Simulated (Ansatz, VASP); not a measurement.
**One calculation of H, two programs**

Contents of INCAR:

```
ALGO = Normal
EDIFF = 1E-7
ENCUT = 520
GGA = PE
ISIF = 2
ISMEAR = 0
LASPH = T
LCHARG = T
LELF = T
LREAL = F
LVHAR = T
LWAVE = F
NBANDS = 14
NELM = 100
PREC = Accurate
SIGMA = 0.05
```

Contents of KPOINTS:

```
k-points
0
Gamma
  6 6 6
```

Contents of POSCAR:

```
H
1.0
    3.7097352756     -3.7097352756      0.0000000000
    3.7097352756      3.7097352756      0.0000000000
   -3.7097352756      0.0000000000      4.5711281958
H
8
Direct
    0.4084028460      0.5094882260      0.9178910720
    0.2089455360      0.7089455360      0.4178910720
    0.9589455360      0.9589455360      0.9178910720
    0.7089455360      0.2089455360      0.4178910720
    0.0410544640      0.0410544640      0.0821089280
    0.7910544640      0.2910544640      0.5821089280
    0.5410544640      0.5410544640      0.0821089280
    0.2910544640      0.7910544640      0.5821089280
```

Input for Ansatz:

```yaml
crystal:
  lattice:
    - [3.7097352756, -3.7097352756, 0.0]
    - [3.7097352756, 3.7097352756, 0.0]
    - [-3.7097352756, 0.0, 4.5711281958]
  atoms:
    - { symbol: H, position: [0.408402846, 0.509488226, 0.917891072] }
    - { symbol: H, position: [0.208945536, 0.708945536, 0.417891072] }
    - { symbol: H, position: [0.958945536, 0.958945536, 0.917891072] }
    - { symbol: H, position: [0.708945536, 0.208945536, 0.417891072] }
    - { symbol: H, position: [0.041054464, 0.041054464, 0.082108928] }
    - { symbol: H, position: [0.791054464, 0.291054464, 0.582108928] }
    - { symbol: H, position: [0.541054464, 0.541054464, 0.082108928] }
    - { symbol: H, position: [0.291054464, 0.791054464, 0.582108928] }
basis:
  ecutwfc: 420
kpoints:
  mp_grid: { grid: [6, 6, 6] }
hamiltonian:
  xc: pbe
scf:
  occupations: { method: gaussian, width: 0.05 }
output:
  forces: true
  stress: true
  eigenvalues: true
```

Alike in both runs: task single point; functional PBE; k mesh 6 × 6 × 6; occupations gaussian, width 0.05 eV; no spin polarisation.

|  | VASP | Ansatz |
| --- | --- | --- |
| version | VASP 6.6.1 | Ansatz 0.2.0 |
| potentials or method | VASP PAW PBE potentials, release 64 (H), cutoff 520 eV | scalar-relativistic, plane waves, PAW |
| valence electrons in the cell | 8 | 8 |

|  | VASP | Ansatz | Ansatz less VASP |
| --- | --- | --- | --- |
| gap on the k mesh at the Fermi level (eV) | 8.71 | 8.70 | -0.001 |
| least direct gap on the mesh (eV) | 9.03 | 9.03 | -0.001 |
| pressure (GPa) | -1.0 | -0.8 | +0.15 |
| traceless stress, the component that is largest in VASP (GPa) | -1.18 | -1.15 | +0.037 |
| rms of the force components (eV/Å) | 0.671 | 0.671 | +0.0007 |

Atom by atom the forces differ by 0.006 eV/Å (rms over components). With one functional, cell and mesh, what is left measures potentials, basis and numerics.
